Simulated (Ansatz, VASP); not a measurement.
**ZrC in VASP and in Ansatz**

```xyz
8
Lattice="3.3128 0.0000 0.0000 -1.6564 2.8689 0.0000 0.0000 0.0000 11.3734" Properties=species:S:1:pos:R:3 pbc="T T T"
Zr    1.6564    0.9563   10.0212
Zr    0.0000    1.9126    1.3522
Zr    0.0000    1.9126    4.3345
Zr    1.6564    0.9563    7.0390
C     0.0000    0.0000    0.0000
C     0.0000    0.0000    5.6867
C     1.6564    0.9563    2.8434
C     0.0000    1.9126    8.5301
```

Alike in both runs: task relaxation of cell and atoms; functional PBE; k mesh 12 × 12 × 4; occupations gaussian, width 0.1 eV; no spin polarisation.

|  | VASP | Ansatz |
| --- | --- | --- |
| version | VASP 6.6.1 | Ansatz 0.2.0 |
| potentials or method | VASP PAW PBE potentials, release 64 (Zr_sv, C), cutoff 600 eV | scalar-relativistic, plane waves, PAW |
| valence electrons in the cell | 64 | 64 |

```csv
,VASP,Ansatz,Ansatz less VASP
"gap on the k mesh at the Fermi level, each at its own relaxed structure (eV)",none,none,-
relaxed volume (Å³/atom),13.49,13.48,-0.011
relaxed length of the cell vector where the two differ most in proportion (Å),3.312,3.311,-0.0011
```

A gap of «none» marks a metal or a gap that the smearing closes.
